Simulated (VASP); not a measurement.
Write the native input for VASP 6.6.1 that does the following.

```
Task                   : single point
Functional             : PBE
Potentials or basis    : VASP PAW PBE potentials, release 64 (Al, B, As)
Cutoff                 : 520 eV
k mesh                 : 14 × 14 × 14
Occupations            : gaussian, width 0.1 eV
Spin                   : no spin polarisation
Dipole correction      : no
Further INCAR settings : ALGO = Normal; EDIFF = 1e-06; NBANDS = 18
```

The structure of Al2BAs2 lies in POSCAR:

```
Al2BAs2
1.0
   -1.9477278927      1.9477278927      6.4011040895
    1.9477278927     -1.9477278927      6.4011040895
    1.9477278927      1.9477278927     -6.4011040895
Al B As
2 1 2
Direct
    0.2500000000      0.7500000000      0.5000000000
    0.7500000000      0.2500000000      0.5000000000
    0.0000000000      0.0000000000      0.0000000000
    0.6189315906      0.6189315906      0.0000000000
    0.3810684094      0.3810684094      0.0000000000
```

The cell was generated, and may not be a known phase.

One way to write it, as run:

INCAR

```
SYSTEM = Al2BAs2
  ALGO = Normal
  EDIFF = 1E-6
  ENCUT = 520
  GGA = PE
  ISIF = 2
  ISMEAR = 0
  LASPH = .TRUE.
  LCHARG = .FALSE.
  LREAL = .FALSE.
  LWAVE = .FALSE.
  NBANDS = 18
  NELM = 80
  PREC = Accurate
  SIGMA = 0.1
```

KPOINTS

```
k-points
0
G
  14 14 14
  0 0 0
```

Potentials or basis: VASP PAW PBE potentials, release 64 (Al, B, As).

Command:

```console
$ cat potpaw_PBE.64/Al/POTCAR potpaw_PBE.64/B/POTCAR potpaw_PBE.64/As/POTCAR > POTCAR
$ mpirun -np 1 vasp_std > vasp.out
```

Results of the run:

* Pressure: 0.1 GPa
* Largest force: 0.038 eV/Å
* Band gap on the k mesh: zero (an odd number of electrons rules out a gap without spin polarisation)

Run time: 29 min on 1 thread of Intel Xeon 8259CL, with other jobs on the host, peak memory 0.71 GiB.
